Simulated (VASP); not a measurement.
# NaI (P4/mmm) in VASP: further runs

NaI is run at these levels: HSE06; tasks: single point.

Everything below comes from runs of VASP 6.6.1. Logs are shortened: lines on timing, memory, paths and dates and some standing lists are left out, and cuts for length are marked.

### 1 The cell of the first run

The structure is tetragonal, space group P4/mmm (No. 123). Conventional cell: a = 3.925 Å, b = 3.925 Å, c = 4.041 Å, α = 90.00°, β = 90.00°, γ = 90.00°. Na (site symmetry 4/mmm) has 8 I at 3.43 Å and 6 Na at 3.92 to 4.04 Å within 4.5 Å. Within 4.5 Å of I (site symmetry 4/mmm) lie 8 Na at 3.43 Å and 6 I at 3.92 to 4.04 Å.

### 2 Single point, HSE06 (biaxial xy strain -2.9%)

POSCAR reads:

```
NaI
1.0
    3.9249772123      0.0000000000      0.0000000000
    0.0000000000      3.9249772123      0.0000000000
    0.0000000000      0.0000000000      4.0405365579
Na I
1 1
Direct
    0.0000000000      0.0000000000      0.0000000000
    0.5000000000      0.5000000000      0.5000000000
```

INCAR.step1 reads:

```
PREC = Accurate
ENCUT = 520
EDIFF = 1E-5
ISMEAR = 0
SIGMA = 0.01
LREAL = F
LASPH = T
NELM = 60
ALGO = Normal
ISIF = 2
LWAVE = T
LCHARG = F
NBANDS = 14
GGA = PE
```

INCAR.step2 reads:

```
PREC = Accurate
ENCUT = 520
EDIFF = 1E-6
ISMEAR = 0
SIGMA = 0.01
LREAL = F
LASPH = T
NELM = 60
ALGO = Normal
ISIF = 2
LWAVE = F
LCHARG = F
GGA = PE
LHFCALC = T
HFSCREEN = 0.2079
PRECFOCK = Normal
NBANDS = 14
ISTART = 1
```

KPOINTS reads:

```
regular mesh
0
Gamma
  4 4 4
```

Potentials or basis: VASP PAW PBE potentials, release 64 (Na_pv, I).

The run is started by

```console
cat potpaw_PBE.64/Na_pv/POTCAR potpaw_PBE.64/I/POTCAR > POTCAR
cp INCAR.step1 INCAR
mpirun -np 1 vasp_std > vasp.out
cp INCAR.step2 INCAR
mpirun -np 1 vasp_std > vasp.out
```

OUTCAR:

```text
PREC = Accurate
   ENCUT = 520
   EDIFF = 1E-6
   ISMEAR = 0
   LREAL = F
   LASPH = T
   NELM = 60
   ISIF = 2
   GGA = PE
   LHFCALC = T
   HFSCREEN = 0.2079
   PRECFOCK = Normal
   ISTART = 1

 ion  position               nearest neighbor table
   1  0.000  0.000  0.000-
   2  0.500  0.500  0.500-

  LATTYP: Found a simple tetragonal cell.
 ALAT       =     3.9249772123
 C/A-ratio  =     1.0294420424

  Lattice vectors:

 A1 = (   3.9249772123,   0.0000000000,   0.0000000000)
 A2 = (   0.0000000000,   3.9249772123,   0.0000000000)
 A3 = (   0.0000000000,   0.0000000000,   4.0405365579)

Analysis of symmetry for initial positions (statically):
=====================================================================
 Subroutine PRICEL returns:
 Original cell was already a primitive cell.

 Routine SETGRP: Setting up the symmetry group for a
 simple tetragonal supercell.

 Subroutine GETGRP returns: Found 16 space group operations
 (whereof 16 operations were pure point group operations)
 out of a pool of 16 trial point group operations.

The static configuration has the point symmetry D_4h.

Analysis of symmetry for dynamics (positions and initial velocities):
=====================================================================
 Subroutine PRICEL returns:
 Original cell was already a primitive cell.

 Routine SETGRP: Setting up the symmetry group for a
 simple tetragonal supercell.

 Subroutine GETGRP returns: Found 16 space group operations
 (whereof 16 operations were pure point group operations)
 out of a pool of 16 trial point group operations.

The dynamic configuration has the point symmetry D_4h.

 Subroutine INISYM returns: Found 16 space group operations
 (whereof 16 operations are pure point group operations),
 and found     1 'primitive' translations

----------------------------------------------------------------------------------------

                                     Primitive cell

  volume of cell :      62.2463

  direct lattice vectors                    reciprocal lattice vectors
     3.924977212  0.000000000  0.000000000     0.254778549  0.000000000  0.000000000
     0.000000000  3.924977212  0.000000000     0.000000000  0.254778549  0.000000000
     0.000000000  0.000000000  4.040536558     0.000000000  0.000000000  0.247491883

  length of vectors
     3.924977212  3.924977212  4.040536558     0.254778549  0.254778549  0.247491883

  position of ions in fractional coordinates (direct lattice)
     0.000000000  0.000000000  0.000000000
     0.500000000  0.500000000  0.500000000

  ion indices of the primitive-cell ions
   primitive index   ion index
                 1           1
                 2           2

----------------------------------------------------------------------------------------

 KPOINTS: regular mesh

Automatic generation of k-mesh.
 Grid dimensions read from file:
 generate k-points for:    4    4    4

 Generating k-lattice:

  Cartesian coordinates                     Fractional coordinates (reciprocal lattice)
     0.063694637  0.000000000  0.000000000     0.250000000  0.000000000  0.000000000
     0.000000000  0.063694637  0.000000000     0.000000000  0.250000000  0.000000000
     0.000000000  0.000000000  0.061872971     0.000000000  0.000000000  0.250000000

  Length of vectors
     0.063694637  0.063694637  0.061872971

  Shift w.r.t. Gamma in fractional coordinates (k-lattice)
     0.000000000  0.000000000  0.000000000

 Subroutine IBZKPT returns following result:
 ===========================================

 Found     18 irreducible k-points:

 Following reciprocal coordinates:
            Coordinates               Weight
  0.000000  0.000000  0.000000      1.000000
  0.250000  0.000000  0.000000      4.000000
  0.500000  0.000000  0.000000      2.000000
  0.250000  0.250000  0.000000      4.000000
  0.500000  0.250000  0.000000      4.000000
  0.500000  0.500000  0.000000      1.000000
[... 10 lines left out ...]
  0.500000  0.250000  0.500000      4.000000
  0.500000  0.500000  0.500000      1.000000
   k-points           NKPTS =     18   k-points in BZ     NKDIM =     64   number of bands    NBANDS=     14
   number of dos      NEDOS =    301   number of ions     NIONS =      2
   total plane-waves  NPLWV =  27000
   dimension x,y,z NGX =    30 NGY =   30 NGZ =   30
   dimension x,y,z NGXF=    60 NGYF=   60 NGZF=   60
   ions per type =               1   1
   NGX,Y,Z   is equivalent  to a cutoff of  12.71, 12.71, 12.34 a.u.
   NGXF,Y,Z  is equivalent  to a cutoff of  25.41, 25.41, 24.69 a.u.
 SYSTEM =  unknown system
   PREC   = accura    normal or accurate (medium, high low for compatibility)
   ISTART =      1    job   : 0-new  1-cont  2-samecut
   ICHARG =      0    charge: 1-file 2-atom 10-const
   ISPIN  =      1    spin polarized calculation?
   LNONCOLLINEAR =      F non collinear calculations
   LSORBIT =      F    spin-orbit coupling
   LASPH  =      T    aspherical Exc in radial PAW
   ENCUT  =  520.0 eV  38.22 Ry    6.18 a.u.   7.30  7.30  7.51*2*pi/ulx,y,z
   NELM   =     60;   NELMIN=  2; NELMDL=  0     # of ELM steps
   EDIFF  = 0.1E-05   stopping-criterion for ELM
   LREAL  =      F    real-space projection
   EDIFFG = 0.1E-04   stopping-criterion for IOM
   NSW    =      0    number of steps for IOM
   IBRION =     -1    ionic relax: 0-MD 1-quasi-New 2-CG
   NFREE  =      0    steps in history (QN), initial steepest desc. (CG)
   ISIF   =      2    stress and relaxation
   ISYM   =      3    0-nonsym 1-usesym 2-fastsym
   POTIM  = 0.5000    time-step for ionic-motion
   TEBEG  =    0.0;   TEEND  =   0.0 temperature during run
   PSTRESS=    0.0 pullay stress
   NELECT =      14.0000    total number of electrons
   NUPDOWN=      -1.0000    fix difference up-down
   EMIN   =  10.00;   EMAX   =-10.00  energy-range for DOS
   EFERMI =   0.00;   METHOD = LEGACY
   ISMEAR =     0;   SIGMA  =   0.01  broadening in eV -4-tet -1-fermi 0-gaus
   EFERMI_NEDOS =   21; number of points for ismear=-14 and -15
   IALGO  =     38    algorithm
   IMIX   =      1    mixing-type and parameters
     AMIX     =   0.40;   BMIX     =  1.00
     AMIX_MAG =   1.60;   BMIX_MAG =  1.00
  volume/ion in A,a.u.               =      31.12       210.03
  Fermi-wavevector in a.u.,A,eV,Ry     =   0.995588  1.881389 13.486038  0.991196
  Thomas-Fermi vector in A             =   2.127619
   LORBIT       =      0    0 simple, 1 ext, 2 COOP (PROOUT), +10 PAW based schemes
   GGA     = PE    functional components
   LHFCALC =     T    Hartree Fock is set to
   PRECFOCK=normal    Normal, Fast or Accurate (Low or Medium for compatibility)
   ENCUT4O =  -1.0   cutoff for four orbital integrals eV
   NKREDX  =     1    reduce k-point grid by
   NKREDY  =     1    reduce k-point grid by
   NKREDZ  =     1    reduce k-point grid by
   AEXX    =    0.2500 exact exchange contribution
   HFSCREEN=    0.2079 screening length (either q_TF or 0.3 A-1)
   HFSCREENC=   0.2079 screening length for correlation (either q_TF or 0.3 A-1)
   ENCUTFOCK=  -1.0 apply spherical cutoff to Coloumb kernel
   IVDW    =     0    specifies the selected vdW correction
   LEPSILON=     F    determine dielectric tensor
   LRPA    =     F    only Hartree local field effects (RPA)
 non-spin polarized calculation
 Gauss-broadening in eV      SIGMA  =   0.01
  energy-cutoff  :      520.00
  volume of cell :       62.25
 maximum number of plane-waves:      1688
 NGX is ok and might be reduce to    30
  NGX = 24; NGY = 24; NGZ = 24

 number of electron      13.9999998 magnetization

 Free energy of the ion-electron system (eV)
  ---------------------------------------------------
  ext. energy  EPLUGINS =         0.00000000
  ---------------------------------------------------
  free energy    TOTEN  =        -5.88700034 eV

  energy without entropy =       -5.88700034  energy(sigma->0) =       -5.88700034

 E-fermi :   1.9951     XC(G=0):  -6.7713

 val. band max:        1.8947576743   @ k =   0.5000   0.0000   0.5000
 cond. band min:       5.1272061865   @ k =   0.0000   0.0000   0.0000
 fundamental gap:      3.2324485122
 Fermi energy:         1.9950502823

 k-point     1 :       0.0000    0.0000    0.0000
  band No.  band energies     occupation
      1     -24.3580      2.00000
      2     -24.3580      2.00000
      3     -24.3540      2.00000
      4     -11.2711      2.00000
      5       0.8373      2.00000
      6       1.1386      2.00000
      7       1.1386      2.00000
      8       5.1272      0.00000
      9       8.1153      0.00000
     10       8.3082      0.00000
     11      14.4574      0.00000
     12      14.7552      0.00000
     13      14.7552      0.00000
     14      15.0001      0.00000

 k-point     2 :       0.2500    0.0000    0.0000
  band No.  band energies     occupation
      1     -24.3633      2.00000
      2     -24.3574      2.00000
      3     -24.3534      2.00000
      4     -11.0557      2.00000
      5      -0.7474      2.00000
      6       1.0396      2.00000
      7       1.3340      2.00000
      8       6.2984      0.00000
      9       8.7273      0.00000
     10      10.0473      0.00000
     11      11.8168      0.00000
     12      12.2998      0.00000
     13      13.4668      0.00000
     14      13.9664      0.00000

 k-point     3 :       0.5000    0.0000    0.0000
  band No.  band energies     occupation
      1     -24.3687      2.00000
      2     -24.3568      2.00000
      3     -24.3528      2.00000
      4     -10.8135      2.00000
      5      -2.0234      2.00000
      6       1.2632      2.00000
      7       1.5488      2.00000
      8       7.4364      0.00000
      9       9.5076      0.00000
     10       9.8127      0.00000
     11      10.5426      0.00000
     12      11.0495      0.00000
     13      11.6569      0.00000
     14      16.2425      0.00000
[... 222 lines left out ...]
 k-point    17 :       0.5000    0.2500    0.5000
  band No.  band energies     occupation
      1     -24.3663      2.00000
      2     -24.3609      2.00000
      3     -24.3594      2.00000
      4     -10.3103      2.00000
      5      -1.0526      2.00000
      6      -0.9150      2.00000
      7       0.3960      2.00000
      8       5.8805      0.00000
      9       8.2206      0.00000
     10       8.2267      0.00000
     11      11.7008      0.00000
     12      12.9958      0.00000
     13      15.5557      0.00000
     14      15.9435      0.00000

 k-point    18 :       0.5000    0.5000    0.5000
  band No.  band energies     occupation
      1     -24.3655      2.00000
      2     -24.3655      2.00000
      3     -24.3586      2.00000
      4     -10.1076      2.00000
      5      -0.7309      2.00000
      6      -0.7309      2.00000
      7      -0.5879      2.00000
      8       6.7753      0.00000
      9       6.7758      0.00000
     10       6.7758      0.00000
     11       9.7209      0.00000
     12      16.8336      0.00000
     13      17.5284      0.00000
     14      17.5284      0.00000

------------------------ aborting loop because EDIFF is reached ----------------------------------------

  FORCE on cell =-STRESS in cart. coord.  units (eV):
  Direction    XX          YY          ZZ          XY          YZ          ZX
  --------------------------------------------------------------------------------------
  -------------------------------------------------------------------------------------
  Total        0.7607206      0.7607206      0.1054168      0.0000000      0.0000000      0.0000000
  in kB       19.5804397     19.5804397      2.7133574      0.0000000      0.0000000      0.0000000
  external PRESSURE =      13.9580789 kB  Pullay stress =       0.0000000 kB

 VOLUME and BASIS-vectors are now :
 -----------------------------------------------------------------------------
  energy-cutoff  :      520.00
  volume of cell :       62.25
      direct lattice vectors                 reciprocal lattice vectors
     3.924977212  0.000000000  0.000000000     0.254778549  0.000000000  0.000000000
     0.000000000  3.924977212  0.000000000     0.000000000  0.254778549  0.000000000
     0.000000000  0.000000000  4.040536558     0.000000000  0.000000000  0.247491883

 POSITION                                       TOTAL-FORCE (eV/Angst)
 -----------------------------------------------------------------------------------
      0.00000      0.00000      0.00000         0.000000      0.000000      0.000000
      1.96249      1.96249      2.02027         0.000000      0.000000      0.000000
 -----------------------------------------------------------------------------------
    total drift:                                0.000001      0.000001      0.000000

  FREE ENERGIE OF THE ION-ELECTRON SYSTEM (eV)
  ---------------------------------------------------
  free  energy   TOTEN  =        -5.8870003388 eV

  energy  without entropy=       -5.8870003388  energy(sigma->0) =       -5.88700034
```

It took 18 min on 1 thread of Oxide Virtual Turin-like, shared host; peak memory 0.25 GiB.

What came out:

| Item | Value |
| --- | --- |
| Free energy | -5.8870 eV |
| Pressure | 1.4 GPa |
| Band gap on the k mesh | 3.23 eV (least direct gap 3.44 eV) |

Levels at points of the mesh, in eV from the valence-band top:
```tsv
k point	band 3	band 4	band 5	band 6	band 7	band 8	band 9	band 10	band 11	band 12
(0.00, 0.00, 0.00)	-26.25	-13.17	-1.06	-0.76	-0.76	3.23	6.22	6.41	12.56	12.86
(0.50, 0.00, 0.00)	-26.25	-12.71	-3.92	-0.63	-0.35	5.54	7.61	7.92	8.65	9.15
(0.50, 0.50, 0.00)	-26.25	-12.31	-3.13	-3.13	-0.20	3.56	7.86	9.37	9.37	9.69
(0.00, 0.00, 0.50)	-26.25	-12.79	-3.90	-0.41	-0.41	5.67	7.63	7.91	9.08	9.08
(0.50, 0.00, 0.50)	-26.25	-12.39	-3.22	-3.09	0.00	3.44	8.09	9.53	9.68	10.07
(0.50, 0.50, 0.50)	-26.25	-12.00	-2.63	-2.63	-2.48	4.88	4.88	4.88	7.83	14.94
```

Caveat: the cell differs from its parent crystal (biaxial xy strain -2.9%); the structure was generated, so it needn't be the stable form of NaI; the PAW data sets were made with another functional, which shifts forces and pressure a little; spin-orbit coupling is left out, which moves the levels of the heavy elements.

(Part 1 of 2 ends here.)
